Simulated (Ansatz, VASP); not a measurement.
**CaSe in VASP and in Ansatz**

Contents of INCAR:

```
SYSTEM = CaSe
PREC = Accurate
ENCUT = 500
EDIFF = 1E-6
ISMEAR = 0
SIGMA = 0.081
LREAL = .FALSE.
LASPH = .TRUE.
NELM = 120
ALGO = Normal
ISIF = 2
LWAVE = .FALSE.
LCHARG = .FALSE.
GGA = PE
NBANDS = 15
GGA_COMPAT = .FALSE.
```

File KPOINTS:

```
regular mesh
0
G
  2 2 2
  0 0 0
```

The input POSCAR:

```
CaSe
1.0
    0.0000000000      3.3000000000      3.3000000000
    3.3000000000      0.0000000000      3.3000000000
    3.3000000000      3.3000000000      0.0000000000
Ca Se
1 1
Direct
    0.0000000000      0.0000000000      0.0000000000
    0.7500000000      0.7500000000      0.7500000000
```

Input for Ansatz:

```yaml
crystal:
  lattice:
    - [0.0, 3.3, 3.3]
    - [3.3, 0.0, 3.3]
    - [3.3, 3.3, 0.0]
  atoms:
    - { symbol: Ca, position: [0.0, 0.0, 0.0] }
    - { symbol: Se, position: [0.75, 0.75, 0.75] }
basis:
  ecutwfc: 420
kpoints:
  mp_grid: { grid: [2, 2, 2] }
hamiltonian:
  xc: pbe
scf:
  occupations: { method: gaussian, width: 0.081 }
output:
  forces: true
  stress: true
  eigenvalues: true
```

Alike in both runs: task single point; functional PBE; k mesh 2 × 2 × 2; occupations gaussian, width 0.081 eV; no spin polarisation.

|  | VASP | Ansatz |
| --- | --- | --- |
| version | VASP 6.6.1 | Ansatz 0.2.0 |
| potentials or method | VASP PAW PBE potentials, release 64 (Ca_sv, Se), cutoff 500 eV | scalar-relativistic, plane waves, PAW |
| valence electrons in the cell | 16 | 26 |

```tsv
	VASP	Ansatz	Ansatz less VASP
gap on the k mesh at the Fermi level (eV)	3.15	3.15	+0.001
least direct gap on the mesh (eV)	3.23	3.23	0.000
pressure (GPa)	0.4	0.3	-0.10
```

With one functional, cell and mesh, what is left measures potentials, basis and numerics. VASP's potentials hold 16 valence electrons a cell and Ansatz's 26, so a difference there can come from the potentials and not from the codes.

The k mesh is coarse, so the values compare programs but aren't converged.
